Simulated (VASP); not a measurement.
Crystal: Fe2O3.

```
Fe O
1.0
     2.51900    1.45435    4.59067
    -2.51900    1.45435    4.59067
     0.00000   -2.90869    4.59067
Fe O
4 6
Direct
  0.35530 0.35530 0.35530
  0.14470 0.14470 0.14470
  0.64470 0.64470 0.64470
  0.85530 0.85530 0.85530
  0.55590 0.25000 0.94410
  0.25000 0.94410 0.55590
  0.94410 0.55590 0.25000
  0.44410 0.75000 0.05590
  0.75000 0.05590 0.44410
  0.05590 0.44410 0.75000
```

* Program: VASP 6.6.1
* Task: relaxation of cell and atoms
* Functional: PBE
* Dispersion: D4
* Potentials or basis: VASP PAW PBE potentials, release 64 (Fe, O)
* Cutoff: 600 eV
* k mesh: 7 × 7 × 7
* Occupations: fermi-dirac, width 0.05 eV
* Spin: collinear spin, ferromagnetic start
* Starting moments: [3.0, 3.0, 3.0, 3.0, 0.0, 0.0, 0.0, 0.0, 0.0, 0.0] μB

At the start: pressure -9.1 GPa; volume 10.09 Å³/atom.

Problem. Where does the relaxation end?

Solution. Over 13 steps the energy falls by 67.7 meV/atom and the volume is 8.65 Å³/atom (-14.3 %); space group R-3c (No. 167, to 0.1 Å) before and after; moment 4.00 μB per cell.

The path:
```csv
step,energy change (eV),largest force (eV/Å),pressure (GPa),volume (Å³)
1,0.0000,0.8656,-9.11,100.91
2,-0.1597,0.9807,-15.48,92.75
3,3.0694,2.2811,88.97,70.95
4,-0.5195,0.8847,-3.97,88.01
5,-0.5699,0.7181,3.58,85.55
6,-0.6507,0.2211,2.76,85.78
7,-0.6522,0.2177,2.81,85.75
8,-0.6512,0.0944,-4.52,87.95
9,-0.6680,0.0580,-0.90,86.82
10,-0.6744,0.0654,-0.14,86.52
11,-0.6748,0.0889,0.15,86.42
12,-0.6765,0.0145,0.09,86.45
13,-0.6765,0.0044,0.07,86.46
```

Final structure:
```yaml
crystal:
  lattice:
    - [2.37740, 1.37260, 4.41565]
    - [-2.37740, 1.37260, 4.41565]
    - [0.00000, -2.74519, 4.41565]
  atoms:
    - { symbol: Fe, position: [0.34578, 0.34578, 0.34578] }
    - { symbol: Fe, position: [0.15422, 0.15422, 0.15422] }
    - { symbol: Fe, position: [0.65422, 0.65422, 0.65422] }
    - { symbol: Fe, position: [0.84578, 0.84578, 0.84578] }
    - { symbol: O, position: [0.56361, 0.25000, 0.93639] }
    - { symbol: O, position: [0.25000, 0.93639, 0.56361] }
    - { symbol: O, position: [0.93639, 0.56361, 0.25000] }
    - { symbol: O, position: [0.43639, 0.75000, 0.06361] }
    - { symbol: O, position: [0.75000, 0.06361, 0.43639] }
    - { symbol: O, position: [0.06361, 0.43639, 0.75000] }
```

Caveat: the run started ferromagnetic, and an antiferromagnetic order may lie lower in energy.
